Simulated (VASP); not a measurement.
## Sn: single point with PBEsol

Sn:

```
CELL_PARAMETERS angstrom
-1.74364 1.79313 2.36149
1.74364 -1.79313 2.36149
1.74364 1.79313 -2.36149
ATOMIC_POSITIONS crystal
Sn 0.00000 0.00000 0.00000
```

| Item | Value |
| --- | --- |
| Program | VASP 6.6.1 |
| Task | single point |
| Functional | PBEsol |
| Potentials or basis | VASP PAW PBE potentials, release 64 (Sn_d) |
| Cutoff | 520 eV |
| k mesh | 12 × 12 × 12 |
| Occupations | methfessel-paxton, width 0.1 eV |
| Spin | no spin polarisation |

```yaml
Pressure: -4.8 GPa
Band_gap_on_the_k_mesh: zero (band 7 reaches 13.81 eV, above the bottom of band 8 at 5.17 eV)
```

Stress tensor (GPa, compression positive):
```
-4.23  0.00  0.00
 0.00 -4.83  0.00
 0.00  0.00 -5.29
```

Levels at points of the mesh, in eV from the Fermi level:
| k point | band 4 | band 5 | band 6 | band 7 | band 8 | band 9 | band 10 | band 11 |
| --- | --- | --- | --- | --- | --- | --- | --- | --- |
| (0.00, 0.00, 0.00) | -21.38 | -21.35 | -10.58 | 6.79 | 6.93 | 7.31 | 10.58 | 10.97 |
| (0.50, 0.00, 0.00) | -21.32 | -21.30 | -6.81 | -4.25 | 5.08 | 5.80 | 9.45 | 10.04 |
| (0.00, 0.50, 0.00) | -21.31 | -21.30 | -6.57 | -4.19 | 4.67 | 5.51 | 8.98 | 9.53 |
| (0.50, 0.50, 0.00) | -21.30 | -21.28 | -5.25 | -3.45 | 2.02 | 2.39 | 5.42 | 5.87 |
| (0.50, 0.50, 0.50) | -21.29 | -21.29 | -4.53 | -2.97 | 1.20 | 1.81 | 4.56 | 5.42 |

It took 85 s on 1 thread of Intel(R) Xeon(R) Platinum 8488C (Sapphire Rapids) (shared host), peak memory 0.23 GiB.

Caveat: the PAW data sets were made with another functional, which shifts forces and pressure a little; spin-orbit coupling is left out, which moves the levels of the heavy elements.
